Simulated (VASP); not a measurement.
Write the native input for VASP 6.6.1 that does the following.

```yaml
Task: single point
Functional: PBEsol
Potentials_or_basis: VASP PAW PBE potentials, release 64 (Cu)
Cutoff: 520 eV
k_mesh: 8 × 8 × 3
Occupations: methfessel-paxton, width 0.05 eV
Spin: no spin polarisation
Dipole_correction: no
Further_INCAR_settings: ALGO = Normal; EDIFF = 1e-07; NBANDS = 30
```

The structure of Cu lies in POSCAR:

```
Cu
1.0
    2.5307640300      0.0000000000      0.0000000000
   -1.2653820100      2.1917059400      0.0000000000
    0.0000000000      0.0000000000      8.2618150800
Cu
4
Direct
    0.0000000000      0.0000000000      0.0000000000
    0.3333333300      0.6666666700      0.2500000000
    0.0000000000      0.0000000000      0.5000000000
    0.6666666700      0.3333333300      0.7500000000
```

These files were run (other wordings do the same):

INCAR

```
SYSTEM = Cu
ALGO     = Normal         ! electronic algorithm
EDIFF    = 1E-7           ! SCF threshold, eV
ENCUT    = 520            ! plane-wave cutoff, eV
GGA      = PS             ! functional
ISIF     = 2              ! what is computed and relaxed
ISMEAR   = 1              ! smearing method
LASPH    = .TRUE.         ! aspherical terms in the spheres
LCHARG   = .FALSE.        ! write CHGCAR
LREAL    = .FALSE.        ! projectors in reciprocal space
LWAVE    = .FALSE.        ! write WAVECAR
NBANDS   = 30             ! bands
NELM     = 80             ! most SCF steps
PREC     = Accurate       ! precision mode
SIGMA    = 0.05           ! smearing width, eV
```

KPOINTS

```
k-points
0
G
  8 8 3
  0 0 0
```

Potentials or basis: VASP PAW PBE potentials, release 64 (Cu).

Run with:

```bash
$ cat potpaw_PBE.64/Cu/POTCAR > POTCAR
$ mpirun -np 1 vasp_std > vasp.out
```

Results of the run:

```
Pressure               : -1.1 GPa
Band gap on the k mesh : zero (band 22 reaches 10.21 eV, above the bottom of band 23 at 6.03 eV)
```

Caveat: the PAW data sets were made with another functional, which shifts forces and pressure a little.

Run time: 15 s on 1 thread of Intel(R) Xeon(R) 6975P-C (Granite Rapids) (shared host), peak memory 0.16 GiB.
